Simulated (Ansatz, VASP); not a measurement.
**One calculation of InSe, two programs**

```
CELL_PARAMETERS angstrom
6.04394 -2.11665 0.00000
6.04394 2.11665 0.00000
-1.64740 0.00000 4.32366
ATOMIC_POSITIONS crystal
In 0.88400 0.88400 0.00500
In 0.11600 0.11600 0.99500
Se 0.66000 0.66000 0.64200
Se 0.34000 0.34000 0.35800
```

Change from the starting cell: equal xx and yy strain of +3 %.

Alike in both runs: task single point; functional PBEsol; k mesh 7 × 7 × 6; occupations fermi-dirac, width 0.02 eV; no spin polarisation.

|  | VASP | Ansatz |
| --- | --- | --- |
| version | VASP 6.6.1 | Ansatz 0.2.0 |
| potentials or method | VASP PAW PBE potentials, release 64 (In_d, Se), cutoff 520 eV | all-electron LAPW, scalar-relativistic |

|  | VASP | Ansatz | Ansatz less VASP |
| --- | --- | --- | --- |
| pressure (GPa) | -3.2 | -3.3 | -0.06 |
| traceless stress, the component that is largest in VASP (GPa) | 1.75 | 1.73 | -0.019 |
| rms of the force components (eV/Å) | 0.318 | 0.320 | +0.0022 |

VASP's potentials were made for PBE, not for PBEsol. Atom by atom the forces differ by 0.008 eV/Å (rms over components). Ansatz ran all-electron here, and VASP with PAW potentials.
